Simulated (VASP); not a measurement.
Write the native input for VASP 6.6.1 that does the following.

- Task: single point
- Functional: PBEsol
- Potentials or basis: VASP PAW PBE potentials, release 64 (Zn, Se)
- Cutoff: 500 eV
- k mesh: 3 × 3 × 3
- Occupations: gaussian, width 0.01 eV
- Spin: no spin polarisation
- Dipole correction: no
- Further INCAR settings: ALGO = Normal; EDIFF = 1e-06; NBANDS = 16

The structure of ZnSe (Stilleite) lies in POSCAR:

```
ZnSe
1.0
    0.0000000000      2.8338000000      2.8338000000
    2.8338000000      0.0000000000      2.8338000000
    2.8338000000      2.8338000000      0.0000000000
Zn Se
1 1
Direct
    0.0000000000      0.0000000000      0.0000000000
    0.2500000000      0.2500000000      0.2500000000
```

These files were run (other wordings do the same):

INCAR

```
SYSTEM = ZnSe
PREC = Accurate ; ENCUT = 500
EDIFF = 1E-6 ; ISMEAR = 0
SIGMA = 0.01 ; LREAL = .False.
LASPH = .True. ; NELM = 120
ALGO = Normal ; ISIF = 2
LWAVE = .False. ; LCHARG = .False.
GGA = PS ; NBANDS = 16
GGA_COMPAT = .False.
```

KPOINTS

```
regular mesh
0
Gamma
  3 3 3
  0 0 0
```

Potentials or basis: VASP PAW PBE potentials, release 64 (Zn, Se).

Launch:

```sh
$ cat potpaw_PBE.64/Zn/POTCAR potpaw_PBE.64/Se/POTCAR > POTCAR
$ mpirun -np 1 vasp_std > vasp.out
```

It gave:

The pressure is 0.5 GPa and the band gap on the k mesh is 1.13 eV, direct.

Caveat: the k points lie up to 0.64 Å⁻¹ apart; the PAW data sets were made with another functional, which shifts forces and pressure a little.

Run time: 8.6 s on 1 thread of Intel Xeon 8259CL (shared host), peak memory 0.16 GiB.
